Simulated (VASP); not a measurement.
A run of VASP 6.6.1 is set up as follows.

Contents of INCAR:

```
PREC = Accurate
ENCUT = 520
EDIFF = 1E-7
ISMEAR = 0
SIGMA = 0.05
LREAL = False
LASPH = True
NELM = 80
ALGO = Normal
ISIF = 2
LWAVE = False
LCHARG = False
GGA = PS
NBANDS = 11
```

The input KPOINTS:

```
Automatic mesh
0
Gamma
  10 10 10
```

Contents of POSCAR:

```
MgO
1.0
    0.0000000000      2.1250890106      2.1250890106
    2.1250890106      0.0000000000      2.1250890106
    2.1250890106      2.1250890106      0.0000000000
Mg O
1 1
Direct
    0.0315450506      0.0315450506     -0.0315450506
    0.4520781014      0.4520781014      0.5479218986
```

Potentials or basis: VASP PAW PBE potentials, release 64 (Mg, O).

The run is started by

```sh
$ cat potpaw_PBE.64/Mg/POTCAR potpaw_PBE.64/O/POTCAR > POTCAR
$ mpirun -np 1 vasp_std > vasp.out
```

Question: What does it give for the pressure?

Answer: 7.7 GPa.

Question: What does it give for the largest force?

Answer: 3.154 eV/Å.

Stress tensor (GPa, compression positive):
```
-6.27  0.00  0.00
 0.00 -6.27  0.00
 0.00  0.00 35.71
```

Caveat: the PAW data sets were made with another functional, which shifts forces and pressure a little.
